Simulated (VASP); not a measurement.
# ZnSe (F-43m) in VASP: further runs

Aim: see how the results for ZnSe move with the level of theory and the settings. Levels: PBE, LDA. Tasks: single point.

Program: VASP 6.6.1. These are calculated values, not measurements. Logs are shortened: lines on timing, memory, paths and dates and some standing lists are left out, and cuts for length are marked.

### 1 The cell of the first run

It takes space group F-43m (No. 216, cubic). Conventional cell: a = 5.665 Å, b = 5.665 Å, c = 5.665 Å, α = 90.00°, β = 90.00°, γ = 90.00°. Within 3.2 Å of Zn (site symmetry -43m) lie 4 Se at 2.45 Å. Within 3.2 Å of Se (site symmetry -43m) lie 4 Zn at 2.45 Å.

### 2 Single point, PBE

INCAR reads:

```
PREC = Accurate
ENCUT = 520
EDIFF = 1E-6
ISMEAR = 0
SIGMA = 0.01
LREAL = F
LASPH = T
NELM = 100
ALGO = Normal
ISIF = 2
LWAVE = F
LCHARG = F
GGA = PE
NBANDS = 16
```

KPOINTS reads:

```
regular mesh
0
Gamma
  4 4 4
```

POSCAR reads:

```
ZnSe
1.0
    0.0000000000      2.8324246769      2.8324246769
    2.8324246769      0.0000000000      2.8324246769
    2.8324246769      2.8324246769      0.0000000000
Zn Se
1 1
Direct
    0.0000000000      0.0000000000      0.0000000000
    0.2500000000      0.2500000000      0.2500000000
```

Potentials or basis: VASP PAW PBE potentials, release 64 (Zn, Se).

Command:

```console
cat potpaw_PBE.64/Zn/POTCAR potpaw_PBE.64/Se/POTCAR > POTCAR
mpirun -np 1 vasp_std > vasp.out
```

OUTCAR:

```text
PREC = Accurate
   ENCUT = 520
   EDIFF = 1E-6
   ISMEAR = 0
   LREAL = F
   LASPH = T
   NELM = 100
   ISIF = 2
   GGA = PE

 ion  position               nearest neighbor table
   1  0.000  0.000  0.000-   2 2.45   2 2.45   2 2.45   2 2.45
   2  0.250  0.250  0.250-   1 2.45   1 2.45   1 2.45   1 2.45

  LATTYP: Found a face centered cubic cell.
 ALAT       =     5.6648493538

  Lattice vectors:

 A1 = (   0.0000000000,   2.8324246769,   2.8324246769)
 A2 = (   2.8324246769,   0.0000000000,   2.8324246769)
 A3 = (   2.8324246769,   2.8324246769,   0.0000000000)

Analysis of symmetry for initial positions (statically):
=====================================================================
 Subroutine PRICEL returns:
 Original cell was already a primitive cell.

 Routine SETGRP: Setting up the symmetry group for a
 face centered cubic supercell.

 Subroutine GETGRP returns: Found 24 space group operations
 (whereof 24 operations were pure point group operations)
 out of a pool of 48 trial point group operations.

The static configuration has the point symmetry T_d .

Analysis of symmetry for dynamics (positions and initial velocities):
=====================================================================
 Subroutine PRICEL returns:
 Original cell was already a primitive cell.

 Routine SETGRP: Setting up the symmetry group for a
 face centered cubic supercell.

 Subroutine GETGRP returns: Found 24 space group operations
 (whereof 24 operations were pure point group operations)
 out of a pool of 48 trial point group operations.

The dynamic configuration has the point symmetry T_d .

 Subroutine INISYM returns: Found 24 space group operations
 (whereof 24 operations are pure point group operations),
 and found     1 'primitive' translations

----------------------------------------------------------------------------------------

                                     Primitive cell

  volume of cell :      45.4470

  direct lattice vectors                    reciprocal lattice vectors
     0.000000000  2.832424677  2.832424677    -0.176527201  0.176527201  0.176527201
     2.832424677  0.000000000  2.832424677     0.176527201 -0.176527201  0.176527201
     2.832424677  2.832424677  0.000000000     0.176527201  0.176527201 -0.176527201

  length of vectors
     4.005653392  4.005653392  4.005653392     0.305754081  0.305754081  0.305754081

  position of ions in fractional coordinates (direct lattice)
     0.000000000  0.000000000  0.000000000
     0.250000000  0.250000000  0.250000000

  ion indices of the primitive-cell ions
   primitive index   ion index
                 1           1
                 2           2

----------------------------------------------------------------------------------------

 KPOINTS: regular mesh

Automatic generation of k-mesh.
 Grid dimensions read from file:
 generate k-points for:    4    4    4

 Generating k-lattice:

  Cartesian coordinates                     Fractional coordinates (reciprocal lattice)
    -0.044131800  0.044131800  0.044131800     0.250000000  0.000000000  0.000000000
     0.044131800 -0.044131800  0.044131800     0.000000000  0.250000000  0.000000000
     0.044131800  0.044131800 -0.044131800     0.000000000  0.000000000  0.250000000

  Length of vectors
     0.076438520  0.076438520  0.076438520

  Shift w.r.t. Gamma in fractional coordinates (k-lattice)
     0.000000000  0.000000000  0.000000000

 Subroutine IBZKPT returns following result:
 ===========================================

 Found      8 irreducible k-points:

 Following reciprocal coordinates:
            Coordinates               Weight
  0.000000  0.000000  0.000000      1.000000
  0.250000  0.000000  0.000000      8.000000
  0.500000  0.000000  0.000000      4.000000
  0.250000  0.250000  0.000000      6.000000
  0.500000  0.250000  0.000000     24.000000
 -0.250000  0.250000  0.000000     12.000000
  0.500000  0.500000  0.000000      3.000000
 -0.250000  0.500000  0.250000      6.000000
   k-points           NKPTS =      8   k-points in BZ     NKDIM =      8   number of bands    NBANDS=     16
   number of dos      NEDOS =    301   number of ions     NIONS =      2
   total plane-waves  NPLWV =  27000
   dimension x,y,z NGX =    30 NGY =   30 NGZ =   30
   dimension x,y,z NGXF=    60 NGYF=   60 NGZF=   60
   ions per type =               1   1
   NGX,Y,Z   is equivalent  to a cutoff of  12.45, 12.45, 12.45 a.u.
   NGXF,Y,Z  is equivalent  to a cutoff of  24.90, 24.90, 24.90 a.u.
 SYSTEM =  unknown system
   PREC   = accura    normal or accurate (medium, high low for compatibility)
   ISTART =      0    job   : 0-new  1-cont  2-samecut
   ICHARG =      2    charge: 1-file 2-atom 10-const
   ISPIN  =      1    spin polarized calculation?
   LNONCOLLINEAR =      F non collinear calculations
   LSORBIT =      F    spin-orbit coupling
   LASPH  =      T    aspherical Exc in radial PAW
   ENCUT  =  520.0 eV  38.22 Ry    6.18 a.u.   7.45  7.45  7.45*2*pi/ulx,y,z
   NELM   =    100;   NELMIN=  2; NELMDL= -5     # of ELM steps
   EDIFF  = 0.1E-05   stopping-criterion for ELM
   LREAL  =      F    real-space projection
   EDIFFG = 0.1E-04   stopping-criterion for IOM
   NSW    =      0    number of steps for IOM
   IBRION =     -1    ionic relax: 0-MD 1-quasi-New 2-CG
   NFREE  =      0    steps in history (QN), initial steepest desc. (CG)
   ISIF   =      2    stress and relaxation
   ISYM   =      2    0-nonsym 1-usesym 2-fastsym
   POTIM  = 0.5000    time-step for ionic-motion
   TEBEG  =    0.0;   TEEND  =   0.0 temperature during run
   PSTRESS=    0.0 pullay stress
   NELECT =      18.0000    total number of electrons
   NUPDOWN=      -1.0000    fix difference up-down
   EMIN   =  10.00;   EMAX   =-10.00  energy-range for DOS
   EFERMI =   0.00;   METHOD = LEGACY
   ISMEAR =     0;   SIGMA  =   0.01  broadening in eV -4-tet -1-fermi 0-gaus
   EFERMI_NEDOS =   21; number of points for ismear=-14 and -15
   IALGO  =     38    algorithm
   IMIX   =      4    mixing-type and parameters
     AMIX     =   0.40;   BMIX     =  1.00
     AMIX_MAG =   1.60;   BMIX_MAG =  1.00
  volume/ion in A,a.u.               =      22.72       153.35
  Fermi-wavevector in a.u.,A,eV,Ry     =   1.202257  2.271936 19.666157  1.445422
  Thomas-Fermi vector in A             =   2.338043
   LORBIT       =      0    0 simple, 1 ext, 2 COOP (PROOUT), +10 PAW based schemes
   GGA     = PE    functional components
   LHFCALC =     F    Hartree Fock is set to
   AEXX    =    0.0000 exact exchange contribution
   IVDW    =     0    specifies the selected vdW correction
   LEPSILON=     F    determine dielectric tensor
   LRPA    =     F    only Hartree local field effects (RPA)
 non-spin polarized calculation
 Gauss-broadening in eV      SIGMA  =   0.01
  energy-cutoff  :      520.00
  volume of cell :       45.45
 maximum number of plane-waves:      1243
 NGX is ok and might be reduce to    30
   NGX = 15   NGY = 15   NGZ = 15

 number of electron      18.0000011 magnetization

 Free energy of the ion-electron system (eV)
  ---------------------------------------------------
  ext. energy  EPLUGINS =         0.00000000
  ---------------------------------------------------
  free energy    TOTEN  =        -5.95200252 eV

  energy without entropy =       -5.95200252  energy(sigma->0) =       -5.95200252

 E-fermi :   1.7536     XC(G=0):  -9.3139

 val. band max:        1.6565664508   @ k =   0.0000   0.0000   0.0000
 cond. band min:       2.9401567739   @ k =   0.0000   0.0000   0.0000
 fundamental gap:      1.2835903232
 Fermi energy:         1.7536081278

 k-point     1 :       0.0000    0.0000    0.0000
  band No.  band energies     occupation
      1     -11.6073      2.00000
      2      -4.9241      2.00000
      3      -4.9241      2.00000
      4      -4.9241      2.00000
      5      -4.5561      2.00000
      6      -4.5561      2.00000
[... 8 lines left out ...]
     15      13.1023      0.00000
     16      13.1023      0.00000

 k-point     2 :       0.2500    0.0000    0.0000
  band No.  band energies     occupation
      1     -11.2427      2.00000
      2      -4.8734      2.00000
      3      -4.8734      2.00000
      4      -4.8615      2.00000
      5      -4.5559      2.00000
      6      -4.5559      2.00000
[... 8 lines left out ...]
     15      12.0825      0.00000
     16      12.3651      0.00000

 k-point     3 :       0.5000    0.0000    0.0000
  band No.  band energies     occupation
      1     -10.8121      2.00000
      2      -4.8367      2.00000
      3      -4.8367      2.00000
      4      -4.5374      2.00000
      5      -4.5374      2.00000
      6      -4.3955      2.00000
[... 8 lines left out ...]
     15      14.7538      0.00000
     16      14.7538      0.00000

 k-point     4 :       0.2500    0.2500    0.0000
  band No.  band energies     occupation
      1     -11.1201      2.00000
      2      -4.9340      2.00000
      3      -4.8133      2.00000
      4      -4.8133      2.00000
      5      -4.5814      2.00000
      6      -4.5318      2.00000
[... 8 lines left out ...]
     15      13.9686      0.00000
     16      15.4352      0.00000

 k-point     5 :       0.5000    0.2500    0.0000
  band No.  band energies     occupation
      1     -10.6859      2.00000
      2      -4.8403      2.00000
      3      -4.7548      2.00000
      4      -4.6566      2.00000
      5      -4.5287      2.00000
      6      -4.4129      2.00000
[... 8 lines left out ...]
     15      14.9217      0.00000
     16      15.7759      0.00000

 k-point     6 :      -0.2500    0.2500    0.0000
  band No.  band energies     occupation
      1     -10.8317      2.00000
      2      -4.8250      2.00000
      3      -4.8072      2.00000
      4      -4.6692      2.00000
      5      -4.5678      2.00000
      6      -4.5056      2.00000
[... 8 lines left out ...]
     15      13.6399      0.00000
     16      15.7554      0.00000

 k-point     7 :       0.5000    0.5000    0.0000
  band No.  band energies     occupation
      1     -10.5416      2.00000
      2      -4.8922      2.00000
      3      -4.6713      2.00000
      4      -4.6713      2.00000
      5      -4.5076      2.00000
      6      -4.3747      2.00000
[... 8 lines left out ...]
     15      15.5782      0.00000
     16      16.0790      0.00000

 k-point     8 :      -0.2500    0.5000    0.2500
  band No.  band energies     occupation
      1     -10.5366      2.00000
      2      -4.8069      2.00000
      3      -4.7176      2.00000
      4      -4.5881      2.00000
      5      -4.5854      2.00000
      6      -4.2530      2.00000
[... 8 lines left out ...]
     15      15.4183      0.00000
     16      15.7530      0.00000

------------------------ aborting loop because EDIFF is reached ----------------------------------------

  FORCE on cell =-STRESS in cart. coord.  units (eV):
  Direction    XX          YY          ZZ          XY          YZ          ZX
  --------------------------------------------------------------------------------------
  -------------------------------------------------------------------------------------
  Total        0.7907102      0.7907102      0.7907102      0.0000000      0.0000000      0.0000000
  in kB       27.8755096     27.8755096     27.8755096      0.0000000      0.0000000      0.0000000
  external PRESSURE =      27.8755096 kB  Pullay stress =       0.0000000 kB

 VOLUME and BASIS-vectors are now :
 -----------------------------------------------------------------------------
  energy-cutoff  :      520.00
  volume of cell :       45.45
      direct lattice vectors                 reciprocal lattice vectors
     0.000000000  2.832424677  2.832424677    -0.176527201  0.176527201  0.176527201
     2.832424677  0.000000000  2.832424677     0.176527201 -0.176527201  0.176527201
     2.832424677  2.832424677  0.000000000     0.176527201  0.176527201 -0.176527201

 POSITION                                       TOTAL-FORCE (eV/Angst)
 -----------------------------------------------------------------------------------
      0.00000      0.00000      0.00000        -0.000000      0.000000      0.000000
      1.41621      1.41621      1.41621         0.000000     -0.000000     -0.000000
 -----------------------------------------------------------------------------------
    total drift:                               -0.000001     -0.000001     -0.000001

  FREE ENERGIE OF THE ION-ELECTRON SYSTEM (eV)
  ---------------------------------------------------
  free  energy   TOTEN  =        -5.9520025199 eV

  energy  without entropy=       -5.9520025199  energy(sigma->0) =       -5.95200252
```

It took 10 s on 1 thread of Intel Xeon Platinum 8259CL at 2.50GHz (Skylake/Cascade Lake), shared host; peak memory 0.16 GiB.

Results:

| Property | Result |
| --- | --- |
| Free energy | -5.9520 eV |
| Pressure | 2.8 GPa |
| Band gap on the k mesh | 1.28 eV |

Caveat: the k points lie up to 0.48 Å⁻¹ apart. As with any semilocal functional, this PBE gap is likely too small.

[end of part 1 of 2]
